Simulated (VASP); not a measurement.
Here is a VASP 6.6.1 calculation.

INCAR

```
SYSTEM = Cd7SnS8
PREC = Accurate
ENCUT = 520
EDIFF = 1E-6
ISMEAR = -1
SIGMA = 0.05
LREAL = Auto
LASPH = .TRUE.
NELM = 80
ALGO = Normal
ISIF = 2
LWAVE = .FALSE.
LCHARG = .TRUE.
GGA = PS
LELF = .TRUE.
LVHAR = .TRUE.
NELECT = 142.0
ISYM = 0
NBANDS = 87
```

KPOINTS

```
Automatic mesh
0
Gamma
  1 1 1
  0.25 0.25 0.25
```

File POSCAR:

```
Cd7SnS8
1.0
    8.2470030000      0.0000000000      0.0000000000
    0.0000000000      7.1421140000      0.0000000000
    0.0000000000      0.0000000000      6.7106280000
Cd Sn S
7 1 8
Direct
    0.2544570000      0.1680500000      0.4961210000
    0.9980520000      0.6681530000      0.5038740000
    0.7509760000      0.1639450000      0.5009020000
    0.9993570000      0.3335620000      0.9947910000
    0.4986560000      0.3336140000      0.9991130000
    0.2501120000      0.8296300000      0.0004270000
    0.7425570000      0.8346440000      0.0008320000
    0.4991710000      0.6673840000      0.4962970000
    0.0011640000      0.3295390000      0.3707710000
    0.4977730000      0.3316430000      0.3804210000
    0.2518390000      0.8379080000      0.3763120000
    0.7492380000      0.8309820000      0.3788720000
    0.2488400000      0.1676370000      0.8774890000
    0.9994100000      0.6664550000      0.8781760000
    0.7501280000      0.1629870000      0.8804880000
    0.5038290000      0.6648090000      0.8726940000
```

Potentials or basis: VASP PAW PBE potentials, release 64 (Cd, Sn_d, S).

Run with:

```sh
$ cat potpaw_PBE.64/Cd/POTCAR potpaw_PBE.64/Sn_d/POTCAR potpaw_PBE.64/S/POTCAR > POTCAR
$ mpirun -np 1 vasp_std > vasp.out
```

(1) Predict the largest force.

Results:

(1) 1.017 eV/Å.

Caveat: the k points lie up to 0.94 Å⁻¹ apart; the cell carries a net charge on a neutralising background, which shifts energy and pressure; the PAW data sets were made with another functional, which shifts forces and pressure a little.
